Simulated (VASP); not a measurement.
Here is a VASP 6.6.1 calculation.

File INCAR:

```
SYSTEM = Ca3Zr2N
ALGO     = Normal         ! electronic algorithm
EDIFF    = 1E-7           ! SCF threshold, eV
ENCUT    = 520            ! plane-wave cutoff, eV
GGA      = PE             ! functional
ISIF     = 2              ! what is computed and relaxed
ISMEAR   = 0              ! smearing method
LASPH    = .True.         ! aspherical terms in the spheres
LCHARG   = .False.        ! write CHGCAR
LREAL    = .False.        ! projectors in reciprocal space
LWAVE    = .False.        ! write WAVECAR
NBANDS   = 38             ! bands
NELM     = 80             ! most SCF steps
PREC     = Accurate       ! precision mode
SIGMA    = 0.1            ! smearing width, eV
```

KPOINTS

```
k-points
0
Gamma
  6 6 6
  0 0 0
```

Contents of POSCAR:

```
Ca3Zr2N
1.0
    7.1082674283      0.0000000000      0.0000000000
   -3.5541337142      6.1559401698      0.0000000000
    0.0000000000      0.0000000000      6.5676679982
Ca Zr N
3 2 1
Direct
    0.5000000000      0.0000000000      0.0000000000
    0.0000000000      0.5000000000      0.0000000000
    0.5000000000      0.5000000000      0.0000000000
    0.0000000000      0.0000000000      0.2110685713
    0.0000000000      0.0000000000      0.7889314287
    0.0000000000      0.0000000000      0.5000000000
```

Potentials or basis: VASP PAW PBE potentials, release 64 (Ca_sv, Zr_sv, N).

Launch:

```console
$ cat potpaw_PBE.64/Ca_sv/POTCAR potpaw_PBE.64/Zr_sv/POTCAR potpaw_PBE.64/N/POTCAR > POTCAR
$ mpirun -np 1 vasp_std > vasp.out
```

Problem. What does it give for the largest force?

Solution. 0.062 eV/Å.

Problem. Predict the pressure.

Solution. 0.1 GPa.

Problem. Estimate the band gap on the k mesh.

Solution. Zero (an odd number of electrons rules out a gap without spin polarisation).

Stress tensor (GPa, compression positive):
```
0.02 0.00 0.00
0.00 0.02 0.00
0.00 0.00 0.16
```
